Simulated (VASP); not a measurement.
Here is a VASP 6.6.1 calculation.

POSCAR

```
As
1.0
    2.6484890792      0.0000000000      0.0000000000
    0.0000000000      2.6484890792      0.0000000000
    0.0000000000      0.0000000000      2.6484890792
As
1
Direct
    0.5000000000      0.5000000000      0.5000000000
```

Contents of INCAR.step1:

```
  ALGO = Normal
  EDIFF = 1E-4
  ENCUT = 520
  GGA = PE
  ISMEAR = -1
  LASPH = T
  LCHARG = F
  LREAL = F
  LWAVE = T
  NBANDS = 8
  NELM = 80
  PREC = Accurate
  SIGMA = 0.05
```

INCAR.step2

```
  ALGO = Normal
  EDIFF = 1E-6
  ENCUT = 520
  ISIF = 2
  ISMEAR = -1
  ISTART = 1
  LASPH = T
  LCHARG = F
  LMIXTAU = T
  LREAL = F
  LWAVE = F
  METAGGA = R2SCAN
  NBANDS = 8
  NELM = 80
  PREC = Accurate
  SIGMA = 0.05
```

KPOINTS

```
k-points
0
Gamma
  10 10 10
```

Potentials or basis: VASP PAW PBE potentials, release 64 (As).

The run is started by

```bash
$ cat potpaw_PBE.64/As/POTCAR > POTCAR
$ cp INCAR.step1 INCAR
$ mpirun -np 1 vasp_std > vasp.out
$ cp INCAR.step2 INCAR
$ mpirun -np 1 vasp_std > vasp.out
```

(1) Estimate the pressure.

## Answers

(1) 6.3 GPa.

Caveat: the PAW data sets were made with another functional, which shifts forces and pressure a little.
